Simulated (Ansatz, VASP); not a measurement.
## One calculation of Hg3Pt, two programs

INCAR

```
SYSTEM = Hg3Pt
  PREC = Accurate
  ENCUT = 520
  EDIFF = 1E-6
  ISMEAR = -1
  SIGMA = 0.05
  LREAL = .False.
  LASPH = .True.
  NELM = 60
  ALGO = Normal
  ISIF = 2
  LWAVE = .False.
  LCHARG = .False.
  GGA = PE
  NBANDS = 31
```

File KPOINTS:

```
Automatic mesh
0
Gamma
  6 6 6
  0 0 0
```

POSCAR

```
Hg3Pt
1.0
    4.4294234350      0.0000000000      0.0000000000
    0.0000000000      4.4294234350      0.0000000000
    0.0000000000      0.0000000000      4.4294234350
Hg Pt
3 1
Direct
    0.5000000000      0.5000000000      0.0000000000
    0.5000000000      0.0000000000      0.5000000000
    0.0000000000      0.5000000000      0.5000000000
    0.0000000000      0.0000000000      0.0000000000
```

File input.yaml:

```yaml
crystal:
  lattice:
    - [4.429423435, 0.0, 0.0]
    - [0.0, 4.429423435, 0.0]
    - [0.0, 0.0, 4.429423435]
  atoms:
    - { symbol: Hg, position: [0.5, 0.5, 0.0] }
    - { symbol: Hg, position: [0.5, 0.0, 0.5] }
    - { symbol: Hg, position: [0.0, 0.5, 0.5] }
    - { symbol: Pt, position: [0.0, 0.0, 0.0] }
hamiltonian:
  xc: pbe
  pseudopotentials: { kind: paw }
kpoints:
  mp_grid: { grid: [6, 6, 6] }
scf:
  occupations: { method: fermi_dirac, width: 0.05 }
output:
  forces: true
  stress: true
  eigenvalues: true
```

Alike in both runs: task single point; functional PBE; k mesh 6 × 6 × 6; occupations fermi-dirac, width 0.05 eV; no spin polarisation.

|  | VASP | Ansatz |
| --- | --- | --- |
| version | VASP 6.6.1 | Ansatz 0.2.0 |
| potentials or method | VASP PAW PBE potentials, release 64 (Hg, Pt) | Ansatz PAW |
| plane-wave cutoff (eV) | 520 | 420 |
| valence electrons in the cell | 46 | 78 |

Ansatz gave:

- gap on the k mesh at the Fermi level (eV): none
- pressure (GPa): -5.0

Q: What did VASP give for the same quantities?

A: gap on the k mesh at the Fermi level (eV): none; pressure (GPa): -4.6.

A gap of «none» marks a metal or a gap that the smearing closes. VASP's potentials hold 46 valence electrons a cell and Ansatz's 78, so a difference there can come from the potentials and not from the codes.

Spin-orbit coupling is off throughout.
